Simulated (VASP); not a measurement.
Pb:

```
Pb
1.0
    -1.95290    1.95290    1.95290
     1.95290   -1.95290    1.95290
     1.95290    1.95290   -1.95290
Pb
1
Direct
  0.00000 0.00000 0.00000
```

This cell differs from its parent crystal: volume scaled by 0.96.

Program: VASP 6.6.1. Alike in all runs: task single point; cell as given; k mesh 9 × 9 × 9; cutoff (eV) 520.

Order these runs on this cell by their pressure, lowest first.
A. level RPBE; potentials or basis VASP PAW PBE potentials, release 64 (Pb_d); spin collinear, ferromagnetic start; fixed moment (μB) 1.0; smearing tetrahedron
B. level LDA; potentials or basis VASP PAW LDA potentials, release 64 (Pb_d); spin off; smearing fermi-dirac 0.05 eV
C. level PBE; potentials or basis VASP PAW PBE potentials, release 64 (Pb_d); spin off; smearing fermi-dirac 0.05 eV

B (-1.7 GPa), C (2.6 GPa), A (8.5 GPa).

Caveats: the PAW data sets were made with another functional, which shifts forces and pressure a little (some runs); the total moment is fixed, so each spin has its own Fermi level (some runs).
